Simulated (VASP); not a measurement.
A run of VASP 6.6.1:

INCAR

```
SYSTEM = BaGa2H2
ALGO = Normal
EDIFF = 1E-6
ENCUT = 520
GGA = PS
ISIF = 2
ISMEAR = 0
LASPH = .True.
LCHARG = .False.
LREAL = .False.
LWAVE = .False.
NBANDS = 27
NELM = 80
PREC = Accurate
SIGMA = 0.15
```

The input KPOINTS:

```
k-points
0
Gamma
  12 12 10
  0 0 0
```

Contents of POSCAR:

```
BaGa2H2
1.0
    4.5285988553      0.0000000000      0.0000000000
   -2.2642994276      3.9218816522      0.0000000000
    0.0000000000      0.0000000000      4.7521270000
Ba Ga H
1 2 2
Direct
    0.0000000000      0.0000000000      0.0000000000
    0.3333333333      0.6666666667      0.4680000000
    0.6666666667      0.3333333333      0.5320000000
    0.3333333333      0.6666666667      0.1232000000
    0.6666666667      0.3333333333      0.8768000000
```

Potentials or basis: VASP PAW PBE potentials, release 64 (Ba_sv, Ga_d, H).

The run is started by

```bash
$ cat potpaw_PBE.64/Ba_sv/POTCAR potpaw_PBE.64/Ga_d/POTCAR potpaw_PBE.64/H/POTCAR > POTCAR
$ mpirun -np 1 vasp_std > vasp.out
```

Hardware: 1 thread of Intel(R) Xeon(R) 6975P-C (Granite Rapids), with other jobs on the host.

Problem. Estimate the wall time of this run.

Solution. It took 2.8 min on 1 thread of Intel(R) Xeon(R) 6975P-C (Granite Rapids), on a shared host, peak memory 0.48 GiB. Counts: scf iterations 12, k points 162.
